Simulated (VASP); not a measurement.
Crystal: MnS.

```
Mn S
1.0
     3.68332    0.00000    0.00000
     1.84166    3.18985    0.00000
     1.84166    1.06328    3.00742
Mn S
1 1
Cartesian
  0.0000 0.0000 0.0000
  3.6833 2.1266 1.5037
```

Base run:

```yaml
Program: VASP 6.6.1
Functional: r2SCAN
Potentials_or_basis: VASP PAW PBE potentials, release 64 (Mn_pv, S)
Cutoff: 520 eV
k_mesh: 8 × 8 × 8
Occupations: fermi-dirac, width 0.1 eV
Spin: collinear spin, ferromagnetic start
Starting_moments: "[2.8, 0.0] μB"
Hubbard_terms: Mn d U = 6.0 eV
```

Its results: pressure 5.4 GPa; net moment 5.00 μB per cell; site moments Mn +4.70; S +0.05 μB.

**Question.** The run is repeated on the same cell with these changes: hubbard terms from Mn d U = 6.0 eV to none; further incar settings from ALGO = Normal; EDIFF = 1e-07; NBANDS = 20 to ALGO = Normal; EDIFF = 1e-06; NBANDS = 20. What comes out?

**Answer.** Pressure 0.2 GPa; net moment 4.96 μB per cell; site moments Mn +4.49; S +0.13 μB.

Caveats: the PAW data sets were made with another functional, which shifts forces and pressure a little; a cell with one magnetic atom can't hold antiferromagnetic order, which such compounds often take; the cell stands under pressure (at least some runs).
